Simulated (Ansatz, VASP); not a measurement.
# Hf in VASP and in Ansatz

INCAR

```
SYSTEM = Hf
  ALGO = Fast
  EDIFF = 1E-6
  ENCUT = 520
  GGA = PS
  ISIF = 2
  ISMEAR = 0
  LASPH = .TRUE.
  LCHARG = .FALSE.
  LREAL = .FALSE.
  LWAVE = .FALSE.
  NBANDS = 17
  NELM = 60
  PREC = Accurate
  SIGMA = 0.15
```

KPOINTS

```
k-points
0
G
  18 18 10
  0 0 0
```

POSCAR

```
Hf
1.0
    3.3183000000      0.0000000000      0.0000000000
   -1.6591500000      2.8737320974      0.0000000000
    0.0000000000      0.0000000000      4.6965000000
Hf
2
Direct
    0.3333333333      0.6666666667      0.2500000000
    0.6666666667      0.3333333333      0.7500000000
```

Input for Ansatz:

```yaml
crystal:
  lattice:
    - [3.3183, 0.0, 0.0]
    - [-1.65915, 2.8737320974, 0.0]
    - [0.0, 0.0, 4.6965]
  atoms:
    - { symbol: Hf, position: [0.3333333333, 0.6666666667, 0.25] }
    - { symbol: Hf, position: [0.6666666667, 0.3333333333, 0.75] }
basis:
  ecutwfc: 420
kpoints:
  mp_grid: { grid: [18, 18, 10] }
hamiltonian:
  xc: pbesol
  pseudopotentials: { kind: paw }
scf:
  occupations: { method: gaussian, width: 0.15 }
output:
  forces: true
  stress: true
  eigenvalues: true
```

Alike in both runs: task single point; functional PBEsol; k mesh 18 × 18 × 10; occupations gaussian, width 0.15 eV; no spin polarisation.

```csv
,VASP,Ansatz
version,VASP 6.6.1,Ansatz 0.2.0
potentials or method,"VASP PAW PBE potentials, release 64 (Hf_pv), cutoff 520 eV","scalar-relativistic, plane waves, PAW"
valence electrons in the cell,20,52
```

```csv
,VASP,Ansatz,Ansatz less VASP
gap on the k mesh at the Fermi level (eV),none,none,-
pressure (GPa),-3.2,-2.9,+0.33
"traceless stress, the component that is largest in VASP (GPa)",8.29,8.31,+0.027
```

VASP's potentials were made for PBE, not for PBEsol. A gap of «none» marks a metal or a gap that the smearing closes. VASP's potentials hold 20 valence electrons a cell and Ansatz's 52, so a difference there can come from the potentials and not from the codes.

Spin-orbit coupling is off throughout.
